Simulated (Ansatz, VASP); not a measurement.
# Two plane-wave programs on Li

The input POSCAR:

```
Li
1.0
    0.0000000000      2.1889885449      2.1889885449
    2.1889885449      0.0000000000      2.1889885449
    2.1889885449      2.1889885449      0.0000000000
Li
1
Direct
    0.0000000000      0.0000000000      0.0000000000
```

File INCAR.step1:

```
ALGO = Normal
EDIFF = 1E-5
ENCUT = 830
GGA = PE
GGA_COMPAT = False
ISMEAR = -1
LASPH = True
LCHARG = False
LREAL = False
LWAVE = True
NBANDS = 8
NELM = 120
PREC = Accurate
SIGMA = 0.1
```

INCAR.step2

```
ALGO = Normal
EDIFF = 1E-6
ENCUT = 830
GGA_COMPAT = False
ISIF = 2
ISMEAR = -1
ISTART = 1
LASPH = True
LCHARG = False
LMIXTAU = True
LREAL = False
LWAVE = False
METAGGA = R2SCAN
NBANDS = 8
NELM = 120
PREC = Accurate
SIGMA = 0.1
```

Contents of KPOINTS:

```
k-points
0
Gamma
  14 14 14
```

Input for Ansatz:

```yaml
crystal:
  lattice:
    - [0.0, 2.1889885449, 2.1889885449]
    - [2.1889885449, 0.0, 2.1889885449]
    - [2.1889885449, 2.1889885449, 0.0]
  atoms:
    - { symbol: Li, position: [0.0, 0.0, 0.0] }
hamiltonian:
  xc: r2scan
  pseudopotentials:
    kind: paw
    azcp:
      Li: "pseudopotentials/Li.paw.azcp"
basis:
  ecutwfc: 500
  fft_grid_basis: typed
kpoints:
  mp_grid: { grid: [14, 14, 14], shift: [0, 0, 0] }
magnetization:
  spin_polarized: false
scf:
  occupations: { method: fermi_dirac, width: 0.1 }
  lower_state_search: "off"
output:
  stress: true
```

Alike in both runs: task single point; functional r2SCAN; k mesh 14 × 14 × 14; occupations fermi-dirac, width 0.1 eV; no spin polarisation.

|  | VASP | Ansatz |
| --- | --- | --- |
| version | VASP 6.6.1 | Ansatz 0.2.0 |
| potentials or method | VASP PAW PBE potentials, release 64 (Li_sv), cutoff 830 eV | plane waves (500 eV) with PAW, scalar-relativistic |
| valence electrons in the cell | 3 | 3 |

|  | VASP | Ansatz | Ansatz less VASP |
| --- | --- | --- | --- |
| pressure (GPa) | -0.1 | 0.0 | +0.13 |

VASP's potentials were made for PBE, not for r2SCAN.
